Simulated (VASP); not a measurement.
# AlRu (P4/mmm) in VASP: a series of runs, part 2 of 2

VASP 6.6.1. Earlier steps stand in the parts before.

## 3. Single point, PBEsol (uniaxial strain along a: -4.5 %, then relaxed in part)

File INCAR:

```
SYSTEM = AlRu
ALGO = Fast
EDIFF = 1E-6
ENCUT = 520
GGA = PS
ISIF = 2
ISMEAR = 0
LASPH = .True.
LCHARG = .True.
LELF = .True.
LREAL = .False.
LVHAR = .True.
LWAVE = .False.
NBANDS = 16
NELM = 100
PREC = Accurate
SIGMA = 0.1
```

File KPOINTS:

```
k-points
0
Gamma
  18 18 18
  0 0 0
```

File POSCAR:

```
AlRu
1.0
    2.8423803041      0.0000000000      0.0000000000
    0.0000000000      3.0208811507      0.0000000000
    0.0000000000      0.0000000000      3.0208811507
Al Ru
1 1
Direct
    0.0000000000      0.0000000000      0.0000000000
    0.5000000000      0.5000000000      0.5000000000
```

Potentials or basis: VASP PAW PBE potentials, release 64 (Al, Ru_pv).

The run is started by

```
$ cat potpaw_PBE.64/Al/POTCAR potpaw_PBE.64/Ru_pv/POTCAR > POTCAR
$ mpirun -np 1 vasp_std > vasp.out
```

OUTCAR:

```text
SYSTEM = AlRu
   EDIFF = 1E-6
   ENCUT = 520
   GGA = PS
   ISIF = 2
   ISMEAR = 0
   LASPH = .True.
   LREAL = .False.
   NELM = 100
   PREC = Accurate

 ion  position               nearest neighbor table
   1  0.000  0.000  0.000-   2 2.57   2 2.57   2 2.57   2 2.57   2 2.57   2 2.57   2 2.57   2 2.57

   2  0.500  0.500  0.500-   1 2.57   1 2.57   1 2.57   1 2.57   1 2.57   1 2.57   1 2.57   1 2.57

  LATTYP: Found a simple tetragonal cell.
 ALAT       =     3.0208811507
 C/A-ratio  =     0.9409109999

  Lattice vectors:

 A1 = (   0.0000000000,   3.0208811507,   0.0000000000)
 A2 = (   0.0000000000,   0.0000000000,   3.0208811507)
 A3 = (   2.8423803041,   0.0000000000,   0.0000000000)

Analysis of symmetry for initial positions (statically):
=====================================================================
 Subroutine PRICEL returns:
 Original cell was already a primitive cell.

 Routine SETGRP: Setting up the symmetry group for a
 simple tetragonal supercell.

 Subroutine GETGRP returns: Found 16 space group operations
 (whereof 16 operations were pure point group operations)
 out of a pool of 16 trial point group operations.

The static configuration has the point symmetry D_4h.

Analysis of symmetry for dynamics (positions and initial velocities):
=====================================================================
 Subroutine PRICEL returns:
 Original cell was already a primitive cell.

 Routine SETGRP: Setting up the symmetry group for a
 simple tetragonal supercell.

 Subroutine GETGRP returns: Found 16 space group operations
 (whereof 16 operations were pure point group operations)
 out of a pool of 16 trial point group operations.

The dynamic configuration has the point symmetry D_4h.

 Subroutine INISYM returns: Found 16 space group operations
 (whereof 16 operations are pure point group operations),
 and found     1 'primitive' translations

----------------------------------------------------------------------------------------

                                     Primitive cell

[... 107 lines left out ...]
   IALGO  =     68    algorithm
   IMIX   =      4    mixing-type and parameters
     AMIX     =   0.40;   BMIX     =  1.00
     AMIX_MAG =   1.60;   BMIX_MAG =  1.00
  volume/ion in A,a.u.               =      12.97        87.52
  Fermi-wavevector in a.u.,A,eV,Ry     =   1.422027  2.687242 27.513186  2.022162
  Thomas-Fermi vector in A             =   2.542775
   LORBIT       =      0    0 simple, 1 ext, 2 COOP (PROOUT), +10 PAW based schemes
   GGA     = PS    functional components
   LHFCALC =     F    Hartree Fock is set to
   AEXX    =    0.0000 exact exchange contribution
   IVDW    =     0    specifies the selected vdW correction
   LEPSILON=     F    determine dielectric tensor
   LRPA    =     F    only Hartree local field effects (RPA)
 non-spin polarized calculation
 RMM-DIIS sequential band-by-band and
 Gauss-broadening in eV      SIGMA  =   0.10
  energy-cutoff  :      520.00
  volume of cell :       25.94
 maximum number of plane-waves:       715
 NGX is ok and might be reduce to    24
   NGX = 11   NGY = 11   NGZ = 11

 number of electron      16.9999999 magnetization

 Free energy of the ion-electron system (eV)
  ---------------------------------------------------
  ext. energy  EPLUGINS =         0.00000000
  ---------------------------------------------------
  free energy    TOTEN  =       -15.48018819 eV

  energy without entropy =      -15.47290498  energy(sigma->0) =      -15.47654659

 E-fermi :  11.0807     XC(G=0): -12.8506

 val. band max:       11.0797275834   @ k =   0.1111   0.5000   0.4444
 cond. band min:      11.0861446890   @ k =   0.0556   0.1111   0.0556
 fundamental gap:      0.0064171056
 Fermi energy:        11.0806827833

 k-point     1 :       0.0000    0.0000    0.0000
  band No.  band energies     occupation
      1     -30.6957      2.00000
      2     -30.6957      2.00000
      3     -30.6026      2.00000
      4       1.1749      2.00000
      5       7.2620      2.00000
      6       7.2804      2.00000
[... 433 lines left out ...]
      3     -30.6857      2.00000
      4       1.9769      2.00000
      5       7.5450      2.00000
      6       7.6666      2.00000
[... 8 lines left out ...]
     15      23.9116      0.00000
     16      28.5627      0.00000

 [... further k-points ...]
[... 5 lines left out ...]
  --------------------------------------------------------------------------------------
  -------------------------------------------------------------------------------------
  Total        2.0399064      0.0250577      0.0250577      0.0000000      0.0000000      0.0000000
  in kB      126.0002345      1.5477559      1.5477559      0.0000000      0.0000000      0.0000000
  external PRESSURE =      43.0319154 kB  Pullay stress =       0.0000000 kB

 VOLUME and BASIS-vectors are now :
 -----------------------------------------------------------------------------
  energy-cutoff  :      520.00
  volume of cell :       25.94
      direct lattice vectors                 reciprocal lattice vectors
     2.842380304  0.000000000  0.000000000     0.351817805  0.000000000  0.000000000
     0.000000000  3.020881151  0.000000000     0.000000000  0.331029243  0.000000000
     0.000000000  0.000000000  3.020881151     0.000000000  0.000000000  0.331029243

 POSITION                                       TOTAL-FORCE (eV/Angst)
 -----------------------------------------------------------------------------------
      0.00000      0.00000      0.00000         0.000000      0.000000      0.000000
      1.42119      1.51044      1.51044         0.000000      0.000000      0.000000
 -----------------------------------------------------------------------------------
    total drift:                                0.000000     -0.000000     -0.000000

  FREE ENERGIE OF THE ION-ELECTRON SYSTEM (eV)
  ---------------------------------------------------
  free  energy   TOTEN  =       -15.4801881922 eV

  energy  without entropy=      -15.4729049812  energy(sigma->0) =      -15.47654659
```

stdout:

```text
POSCAR found type information on POSCAR AlRu
 POSCAR found :  2 types and       2 ions
 scaLAPACK will be used
 -----------------------------------------------------------------------------
|                                                                             |
|                                                                             |
|     You enforced a specific xc type in the INCAR file but a different       |
|     I HOPE YOU KNOW WHAT YOU ARE DOING!                                     |
|                                                                             |
 -----------------------------------------------------------------------------

 LDA part: xc-table for (Slater+PW92), standard interpolation
 POSCAR, INCAR and KPOINTS ok, starting setup
 FFT: planning ... GRIDC
 FFT: planning ... GRID_SOFT
 FFT: planning ... GRID
 WAVECAR not read
 entering main loop
```

Wall time 89 s (1 thread of Intel Xeon 6975P-C (Granite Rapids), shared host); peak memory 0.32 GiB.

Results:

- Free energy: -15.4802 eV
- Pressure: 4.3 GPa

Caveat: the cell differs from its parent crystal (uniaxial strain along a: -4.5 %, then relaxed in part); the PAW data sets were made with another functional, which shifts forces and pressure a little.
